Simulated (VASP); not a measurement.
Ge: single point with BLYP

Ge:

```
Ge
1.0
     5.07038    0.00000    0.00000
    -2.53519    4.39108    0.00000
     0.00000    0.00000    2.90935
Ge
3
Direct
  0.00000 0.00000 0.00000
  0.33333 0.66667 0.50000
  0.66667 0.33333 0.50000
```

```yaml
Program: VASP 6.6.1
Task: single point
Functional: BLYP
Potentials_or_basis: VASP PAW PBE potentials, release 64 (Ge_d)
Cutoff: 520 eV
k_mesh: 8 × 8 × 11
Occupations: fermi-dirac, width 0.1 eV
Spin: no spin polarisation
Dipole_correction: no
Further_INCAR_settings: ALGO = Normal; EDIFF = 1e-06; NBANDS = 28
```

| Item | Value |
| --- | --- |
| Pressure | -0.3 GPa |
| Band gap on the k mesh | zero (band 21 reaches 7.33 eV, above the bottom of band 22 at 3.28 eV) |

Levels at points of the mesh, in eV from the Fermi level:
```
           k point  band 19  band 20  band 21  band 22  band 23  band 24
(0.00, 0.00, 0.00)    -2.61    -2.61    -2.52    -2.52     4.51     7.20
(0.50, 0.00, 0.00)    -4.51     0.61     0.71     2.63     3.03     3.94
```

Wall time 51 s on 1 thread of Intel(R) Xeon(R) 6975P-C (Granite Rapids), with other jobs on the host, peak memory 0.22 GiB.

Caveat: the PAW data sets were made with another functional, which shifts forces and pressure a little.
